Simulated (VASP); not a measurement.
CsSc3Fe, 5 atoms in the cell. It takes space group Pm-3m (No. 221, cubic). The conventional cell has a = 4.767 Å, b = 4.767 Å, c = 4.767 Å, α = 90.00°, β = 90.00°, γ = 90.00°. Within 4.4 Å of Cs (site symmetry m-3m) lie 12 Sc at 3.37 Å and 8 Fe at 4.13 Å. Sc (site symmetry 4/mmm) has 2 Fe at 2.38 Å within 3.1 Å. Fe (site symmetry m-3m) has 6 Sc at 2.38 Å within 3.1 Å. 

* Program: VASP 6.6.1
* Task: relaxation of cell and atoms
* Functional: PBE
* Potentials or basis: VASP PAW PBE potentials, release 64 (Cs_sv, Sc_sv, Fe)
* Cutoff: 600 eV
* k mesh: 4 × 4 × 4
* Occupations: gaussian, width 0.1 eV
* Spin: no spin polarisation
* Dipole correction: no
* Further INCAR settings: ALGO = Fast; EDIFF = 1e-06; IBRION = 2; EDIFFG = -0.04; NSW = 90; ISIF = 3

Potentials or basis: VASP PAW PBE potentials, release 64 (Cs_sv, Sc_sv, Fe).

Launch:

```bash
$ cat potpaw_PBE.64/Cs_sv/POTCAR potpaw_PBE.64/Sc_sv/POTCAR potpaw_PBE.64/Fe/POTCAR > POTCAR
$ mpirun -np 1 vasp_std > vasp.out
```

Hardware: 1 thread of Intel(R) Xeon(R) 6975P-C (Granite Rapids) (shared host).

Q: Estimate the wall time of this run.

A: Wall time 110 s on 1 thread of Intel(R) Xeon(R) 6975P-C (Granite Rapids), on a shared host, peak memory 0.27 GiB. Counts: scf iterations 68, k points 10, ion steps 3.
